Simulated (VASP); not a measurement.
# TiH (P4_2/mmc) in VASP: single point with r2SCAN

Aim: the single point of TiH with r2SCAN.

Program: VASP 6.6.1. These are calculated values, not measurements. Logs are shortened: lines on timing, memory, paths and dates and some standing lists are left out, and cuts for length are marked.

## 1. The cell of the first run

Symmetry: P4_2/mmc, No. 131, tetragonal system. Conventional cell: a = 2.946 Å, b = 2.946 Å, c = 4.561 Å, α = 90.00°, β = 90.00°, γ = 90.00°. Ti (site symmetry mmm) has 4 H at 1.86 Å within 2.5 Å. H (site symmetry -4m2) has 4 Ti at 1.86 Å and 2 H at 2.28 Å within 2.5 Å.

## 2. Single point, r2SCAN

The input, POSCAR:

```
TiH
1.0
    2.9459208782      0.0000000000      0.0000000000
    0.0000000000      2.9459208782      0.0000000000
    0.0000000000      0.0000000000      4.5607467137
Ti H
2 2
Direct
    0.5000000000      0.0000000000      0.5000000000
    0.0000000000      0.5000000000      0.0000000000
    0.0000000000      0.0000000000      0.2500000000
    0.0000000000      0.0000000000      0.7500000000
```

The input, INCAR.step1:

```
PREC = Accurate
ENCUT = 520
ISMEAR = 0
SIGMA = 0.1
LREAL = False
LASPH = True
NELM = 60
NBANDS = 21
GGA = PE
ALGO = Normal
EDIFF = 1E-4
LWAVE = True
LCHARG = False
```

The input, INCAR.step2:

```
PREC = Accurate
ENCUT = 520
EDIFF = 1E-6
ISMEAR = 0
SIGMA = 0.1
LREAL = False
LASPH = True
NELM = 60
ALGO = Normal
ISIF = 2
LWAVE = False
LCHARG = False
METAGGA = R2SCAN
LMIXTAU = True
NBANDS = 21
ISTART = 1
```

The input, KPOINTS:

```
regular mesh
0
Gamma
  16 16 10
```

Potentials or basis: VASP PAW PBE potentials, release 64 (Ti_sv, H).

Started as:

```
$ cat potpaw_PBE.64/Ti_sv/POTCAR potpaw_PBE.64/H/POTCAR > POTCAR
$ cp INCAR.step1 INCAR
$ mpirun -np 1 vasp_std > vasp.out
$ cp INCAR.step2 INCAR
$ mpirun -np 1 vasp_std > vasp.out
```

OUTCAR:

```text
PREC = Accurate
   ENCUT = 520
   EDIFF = 1E-6
   ISMEAR = 0
   LREAL = False
   LASPH = True
   NELM = 60
   ISIF = 2
   METAGGA = R2SCAN
   ISTART = 1

 ion  position               nearest neighbor table
   1  0.500  0.000  0.500-   3 1.86   4 1.86   3 1.86   4 1.86
   2  0.000  0.500  0.000-   3 1.86   4 1.86   3 1.86   4 1.86
   3  0.000  0.000  0.250-   1 1.86   2 1.86   2 1.86   1 1.86
   4  0.000  0.000  0.750-   1 1.86   2 1.86   2 1.86   1 1.86

  LATTYP: Found a simple tetragonal cell.
 ALAT       =     2.9459208782
 C/A-ratio  =     1.5481565535

  Lattice vectors:

 A1 = (   2.9459208782,   0.0000000000,   0.0000000000)
 A2 = (   0.0000000000,   2.9459208782,   0.0000000000)
 A3 = (   0.0000000000,   0.0000000000,   4.5607467137)

Analysis of symmetry for initial positions (statically):
=====================================================================
 Subroutine PRICEL returns:
 Original cell was already a primitive cell.

 Routine SETGRP: Setting up the symmetry group for a
 simple tetragonal supercell.

 Subroutine GETGRP returns: Found 16 space group operations
 (whereof  8 operations were pure point group operations)
 out of a pool of 16 trial point group operations.

The static configuration has the point symmetry D_2h.
 The point group associated with its full space group is D_4h.

Analysis of symmetry for dynamics (positions and initial velocities):
=====================================================================
 Subroutine PRICEL returns:
 Original cell was already a primitive cell.

 Routine SETGRP: Setting up the symmetry group for a
 simple tetragonal supercell.

 Subroutine GETGRP returns: Found 16 space group operations
 (whereof  8 operations were pure point group operations)
 out of a pool of 16 trial point group operations.

The dynamic configuration has the point symmetry D_2h.
 The point group associated with its full space group is D_4h.

 Subroutine INISYM returns: Found 16 space group operations
 (whereof  8 operations are pure point group operations),
 and found     1 'primitive' translations

----------------------------------------------------------------------------------------

                                     Primitive cell

  volume of cell :      39.5802

  direct lattice vectors                    reciprocal lattice vectors
     2.945920878  0.000000000  0.000000000     0.339452430  0.000000000  0.000000000
     0.000000000  2.945920878  0.000000000     0.000000000  0.339452430  0.000000000
     0.000000000  0.000000000  4.560746714     0.000000000  0.000000000  0.219262341

  length of vectors
     2.945920878  2.945920878  4.560746714     0.339452430  0.339452430  0.219262341

  position of ions in fractional coordinates (direct lattice)
     0.500000000  0.000000000  0.500000000
     0.000000000  0.500000000  0.000000000
     0.000000000  0.000000000  0.250000000
     0.000000000  0.000000000  0.750000000

  ion indices of the primitive-cell ions
   primitive index   ion index
                 1           1
                 2           2
                 3           3
                 4           4

----------------------------------------------------------------------------------------

 KPOINTS: regular mesh

Automatic generation of k-mesh.
 Grid dimensions read from file:
 generate k-points for:   16   16   10

 Generating k-lattice:

  Cartesian coordinates                     Fractional coordinates (reciprocal lattice)
     0.021215777  0.000000000  0.000000000     0.062500000  0.000000000  0.000000000
     0.000000000  0.021215777  0.000000000     0.000000000  0.062500000  0.000000000
     0.000000000  0.000000000  0.021926234     0.000000000  0.000000000  0.100000000

  Length of vectors
     0.021215777  0.021215777  0.021926234

  Shift w.r.t. Gamma in fractional coordinates (k-lattice)
     0.000000000  0.000000000  0.000000000

 Subroutine IBZKPT returns following result:
 ===========================================

 Found    270 irreducible k-points:

 Following reciprocal coordinates:
            Coordinates               Weight
  0.000000  0.000000  0.000000      1.000000
  0.062500  0.000000  0.000000      4.000000
  0.125000  0.000000  0.000000      4.000000
  0.187500  0.000000  0.000000      4.000000
  0.250000  0.000000  0.000000      4.000000
  0.312500  0.000000  0.000000      4.000000
[... 16 lines left out ...]
  0.437500  0.125000  0.000000      8.000000
  0.500000  0.125000  0.000000      4.000000
 [... further k-points ...]
   k-points           NKPTS =    270   k-points in BZ     NKDIM =    270   number of bands    NBANDS=     21
   number of dos      NEDOS =    301   number of ions     NIONS =      4
   total plane-waves  NPLWV =  20736
   dimension x,y,z NGX =    24 NGY =   24 NGZ =   36
   dimension x,y,z NGXF=    48 NGYF=   48 NGZF=   72
   ions per type =               2   2
   NGX,Y,Z   is equivalent  to a cutoff of  13.54, 13.54, 13.12 a.u.
   NGXF,Y,Z  is equivalent  to a cutoff of  27.09, 27.09, 26.25 a.u.
 SYSTEM =  unknown system
   PREC   = accura    normal or accurate (medium, high low for compatibility)
   ISTART =      1    job   : 0-new  1-cont  2-samecut
   ICHARG =      0    charge: 1-file 2-atom 10-const
   ISPIN  =      1    spin polarized calculation?
   LNONCOLLINEAR =      F non collinear calculations
   LSORBIT =      F    spin-orbit coupling
   LASPH  =      T    aspherical Exc in radial PAW
   ENCUT  =  520.0 eV  38.22 Ry    6.18 a.u.   5.48  5.48  8.48*2*pi/ulx,y,z
   NELM   =     60;   NELMIN=  2; NELMDL=  0     # of ELM steps
   EDIFF  = 0.1E-05   stopping-criterion for ELM
   LREAL  =      F    real-space projection
   EDIFFG = 0.1E-04   stopping-criterion for IOM
   NSW    =      0    number of steps for IOM
   IBRION =     -1    ionic relax: 0-MD 1-quasi-New 2-CG
   NFREE  =      0    steps in history (QN), initial steepest desc. (CG)
   ISIF   =      2    stress and relaxation
   ISYM   =      2    0-nonsym 1-usesym 2-fastsym
   POTIM  = 0.5000    time-step for ionic-motion
   TEBEG  =    0.0;   TEEND  =   0.0 temperature during run
   PSTRESS=    0.0 pullay stress
   NELECT =      26.0000    total number of electrons
   NUPDOWN=      -1.0000    fix difference up-down
   EMIN   =  10.00;   EMAX   =-10.00  energy-range for DOS
   EFERMI =   0.00;   METHOD = LEGACY
   ISMEAR =     0;   SIGMA  =   0.10  broadening in eV -4-tet -1-fermi 0-gaus
   EFERMI_NEDOS =   21; number of points for ismear=-14 and -15
   IALGO  =     38    algorithm
   IMIX   =      4    mixing-type and parameters
     AMIX     =   0.40;   BMIX     =  1.00
     AMIX_MAG =   1.60;   BMIX_MAG =  1.00
  volume/ion in A,a.u.               =       9.90        66.78
  Fermi-wavevector in a.u.,A,eV,Ry     =   1.423115  2.689297 27.555274  2.025255
  Thomas-Fermi vector in A             =   2.543747
   LORBIT       =      0    0 simple, 1 ext, 2 COOP (PROOUT), +10 PAW based schemes
   METAGGA = R2SCAN    functional components
   LHFCALC =     F    Hartree Fock is set to
   AEXX    =    0.0000 exact exchange contribution
   IVDW    =     0    specifies the selected vdW correction
   LEPSILON=     F    determine dielectric tensor
   LRPA    =     F    only Hartree local field effects (RPA)
 non-spin polarized calculation
 Gauss-broadening in eV      SIGMA  =   0.10
  energy-cutoff  :      520.00
  volume of cell :       39.58
 maximum number of plane-waves:      1085
 NGX is ok and might be reduce to    24
   NGX = 11   NGY = 11   NGZ = 17

 number of electron      25.9999998 magnetization

 Free energy of the ion-electron system (eV)
  ---------------------------------------------------
  ext. energy  EPLUGINS =         0.00000000
  ---------------------------------------------------
  free energy    TOTEN  =       -34.50899068 eV

  energy without entropy =      -34.49956543  energy(sigma->0) =      -34.50427805

 E-fermi :   7.6666     XC(G=0): -12.3295

 val. band max:        7.6647773716   @ k =   0.3125   0.2500   0.4000
 cond. band min:       7.6732875872   @ k =   0.3750   0.0625   0.5000
 fundamental gap:      0.0085102156
 Fermi energy:         7.6666264075

 k-point     1 :       0.0000    0.0000    0.0000
  band No.  band energies     occupation
      1     -51.6819      2.00000
      2     -51.5935      2.00000
      3     -27.0907      2.00000
      4     -26.7545      2.00000
      5     -26.7545      2.00000
      6     -26.6264      2.00000
[... 13 lines left out ...]
     20      10.9286      0.00000
     21      15.7280      0.00000

 k-point     2 :       0.0625    0.0000    0.0000
  band No.  band energies     occupation
      1     -51.6796      2.00000
      2     -51.5929      2.00000
      3     -27.0846      2.00000
      4     -26.7679      2.00000
      5     -26.7525      2.00000
      6     -26.6291      2.00000
[... 13 lines left out ...]
     20      10.9844      0.00000
     21      15.7139      0.00000

 k-point     3 :       0.1250    0.0000    0.0000
  band No.  band energies     occupation
      1     -51.6729      2.00000
      2     -51.5913      2.00000
      3     -27.0665      2.00000
      4     -26.8060      2.00000
      5     -26.7467      2.00000
      6     -26.6505      2.00000
[... 13 lines left out ...]
     20      11.1779      0.00000
     21      15.6653      0.00000

 k-point     4 :       0.1875    0.0000    0.0000
  band No.  band energies     occupation
      1     -51.6627      2.00000
      2     -51.5892      2.00000
      3     -27.0378      2.00000
      4     -26.8631      2.00000
      5     -26.7379      2.00000
      6     -26.7090      2.00000
[... 13 lines left out ...]
     20      11.5356      0.00000
     21      15.0706      0.00000

 k-point     5 :       0.2500    0.0000    0.0000
  band No.  band energies     occupation
      1     -51.6500      2.00000
      2     -51.5873      2.00000
      3     -27.0004      2.00000
      4     -26.9303      2.00000
      5     -26.7770      2.00000
      6     -26.7271      2.00000
[... 13 lines left out ...]
     20      12.0352      0.00000
     21      14.0675      0.00000
[... 382 lines left out ...]
     20      12.8091      0.00000
     21      13.3828      0.00000

 k-point    22 :       0.3750    0.1250    0.0000
  band No.  band energies     occupation
      1     -51.6155      2.00000
      2     -51.5839      2.00000
      3     -27.0562      2.00000
      4     -26.8997      2.00000
      5     -26.8954      2.00000
      6     -26.7507      2.00000
[... 13 lines left out ...]
     20      12.7297      0.00000
     21      13.4223      0.00000

 k-point    23 :       0.4375    0.1250    0.0000
  band No.  band energies     occupation
      1     -51.6038      2.00000
      2     -51.5873      2.00000
      3     -27.0943      2.00000
      4     -26.9356      2.00000
      5     -26.8505      2.00000
      6     -26.7643      2.00000
[... 13 lines left out ...]
     20      12.1797      0.00000
     21      13.9436      0.00000

 k-point    24 :       0.5000    0.1250    0.0000
  band No.  band energies     occupation
      1     -51.5961      2.00000
      2     -51.5921      2.00000
      3     -27.1076      2.00000
      4     -26.9481      2.00000
      5     -26.8154      2.00000
      6     -26.7959      2.00000
[... 13 lines left out ...]
     20      11.7237      0.00000
     21      14.1676      0.00000

 [... further k-points ...]
[... 5 lines left out ...]
  --------------------------------------------------------------------------------------
  -------------------------------------------------------------------------------------
  Total        0.0983140      0.0983140      0.1017152     -0.0000000      0.0000000      0.0000000
  in kB        3.9796790      3.9796790      4.1173532     -0.0000000      0.0000000      0.0000000
  external PRESSURE =       4.0255704 kB  Pullay stress =       0.0000000 kB

 VOLUME and BASIS-vectors are now :
 -----------------------------------------------------------------------------
  energy-cutoff  :      520.00
  volume of cell :       39.58
      direct lattice vectors                 reciprocal lattice vectors
     2.945920878  0.000000000  0.000000000     0.339452430  0.000000000  0.000000000
     0.000000000  2.945920878  0.000000000     0.000000000  0.339452430  0.000000000
     0.000000000  0.000000000  4.560746714     0.000000000  0.000000000  0.219262341

 POSITION                                       TOTAL-FORCE (eV/Angst)
 -----------------------------------------------------------------------------------
      1.47296      0.00000      2.28037         0.000000      0.000000      0.000000
      0.00000      1.47296      0.00000         0.000000      0.000000      0.000000
      0.00000      0.00000      1.14019         0.000000     -0.000000      0.000000
      0.00000      0.00000      3.42056        -0.000000      0.000000     -0.000000
 -----------------------------------------------------------------------------------
    total drift:                                0.000000      0.000000     -0.000000

  FREE ENERGIE OF THE ION-ELECTRON SYSTEM (eV)
  ---------------------------------------------------
  free  energy   TOTEN  =       -34.5089906769 eV

  energy  without entropy=      -34.4995654284  energy(sigma->0) =      -34.50427805
```

It took 4.1 min on 1 thread of Intel Xeon 6975P-C (Granite Rapids), shared host; peak memory 0.3 GiB.

What came out:

```
Free energy            : -34.5090 eV
Pressure               : 0.4 GPa
Band gap on the k mesh : zero (band 13 reaches 7.95 eV, above the bottom of band 14 at 7.09 eV)
```

Levels at points of the mesh, in eV from the Fermi level:
```csv
k point,band 9,band 10,band 11,band 12,band 13,band 14,band 15,band 16,band 17,band 18
"(0.00, 0.00, 0.00)",-9.75,-4.33,-2.82,-2.59,0.07,0.70,0.70,1.76,2.61,3.25
"(0.50, 0.00, 0.00)",-7.37,-5.61,-2.42,-0.84,-0.55,-0.07,1.54,1.69,1.90,2.26
"(0.50, 0.50, 0.00)",-6.56,-4.89,-2.66,-2.66,-1.61,2.73,2.85,3.09,3.09,3.11
"(0.00, 0.00, 0.50)",-7.83,-7.83,-1.43,-1.43,0.10,0.10,1.56,1.56,1.89,1.89
"(0.50, 0.00, 0.50)",-7.69,-5.20,-2.66,-0.23,-0.07,0.34,0.72,1.05,2.93,3.04
"(0.50, 0.50, 0.50)",-5.81,-5.81,-1.85,-1.85,-0.39,-0.39,1.60,1.60,3.49,3.49
```

Caveat: the PAW data sets were made with another functional, which shifts forces and pressure a little.
